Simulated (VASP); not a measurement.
Write the native input for VASP 6.6.1 that does the following.

* Task: single point
* Functional: LDA
* Potentials or basis: VASP PAW LDA potentials, release 64 (W_sv, C_h)
* Cutoff: 1300 eV
* k mesh: 11 × 11 × 11
* Occupations: gaussian, width 0.1 eV
* Spin: no spin polarisation
* Dipole correction: no
* Further INCAR settings: ALGO = Normal; EDIFF = 1e-06; NBANDS = 16

The structure of WC lies in POSCAR:

```
WC
1.0
    0.0000000000      2.1614941661      2.1614941661
    2.1614941661      0.0000000000      2.1614941661
    2.1614941661      2.1614941661      0.0000000000
W C
1 1
Direct
    0.0000000000      0.0000000000      0.0000000000
    0.5000000000      0.5000000000      0.5000000000
```

These files were run (other wordings do the same):

INCAR

```
SYSTEM = WC
ALGO = Normal
EDIFF = 1E-6
ENCUT = 1300
GGA_COMPAT = .False.
ISIF = 2
ISMEAR = 0
LASPH = .True.
LCHARG = .True.
LELF = .True.
LREAL = .False.
LVHAR = .True.
LWAVE = .False.
NBANDS = 16
NELM = 120
PREC = Accurate
SIGMA = 0.1
```

KPOINTS

```
k-points
0
Gamma
  11 11 11
  0 0 0
```

Potentials or basis: VASP PAW LDA potentials, release 64 (W_sv, C_h).

Command:

```sh
$ cat potpaw_LDA.64/W_sv/POTCAR potpaw_LDA.64/C_h/POTCAR > POTCAR
$ mpirun -np 1 vasp_std > vasp.out
```

Results of the run:

The pressure is 2.4 GPa. The band gap on the k mesh is zero (bands 9 and 10 overlap by 3.25 eV).

Caveat: spin-orbit coupling is left out, which moves the levels of the heavy elements.

Wall time 51 s on 1 thread of Intel(R) Xeon(R) Platinum 8375C CPU @ 2.90GHz (Ice Lake), with other jobs on the host, peak memory 0.23 GiB.
